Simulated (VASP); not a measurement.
A run of VASP 6.6.1 is set up as follows.

File INCAR:

```
SYSTEM = AlRu
ALGO = Normal ; EDIFF = 1E-7
ENCUT = 520 ; GGA = PE
ISIF = 2 ; ISMEAR = -1
LASPH = .TRUE. ; LCHARG = .TRUE.
LELF = .TRUE. ; LREAL = .FALSE.
LVHAR = .TRUE. ; LWAVE = .FALSE.
NBANDS = 16 ; NELM = 100
PREC = Accurate ; SIGMA = 0.05
```

KPOINTS

```
k-points
0
G
  13 13 12
  0 0 0
```

File POSCAR:

```
AlRu
1.0
    2.8264217728      0.0000000000      0.0000000000
   -1.4132108864      2.4477530570      0.0000000000
    0.0000000000      0.0000000000      3.8400166018
Ru Al
1 1
Direct
    0.0000000000      0.0000000000      0.0000000000
    0.3333333333      0.6666666667      0.5000000000
```

Potentials or basis: VASP PAW PBE potentials, release 64 (Ru_pv, Al).

The run is started by

```console
$ cat potpaw_PBE.64/Ru_pv/POTCAR potpaw_PBE.64/Al/POTCAR > POTCAR
$ mpirun -np 1 vasp_std > vasp.out
```

Problem. Predict the pressure.

Solution. 13.4 GPa.

Problem. Estimate the band gap on the k mesh.

Solution. Zero (an odd number of electrons rules out a gap without spin polarisation).

Caveat: the cell stands under pressure.
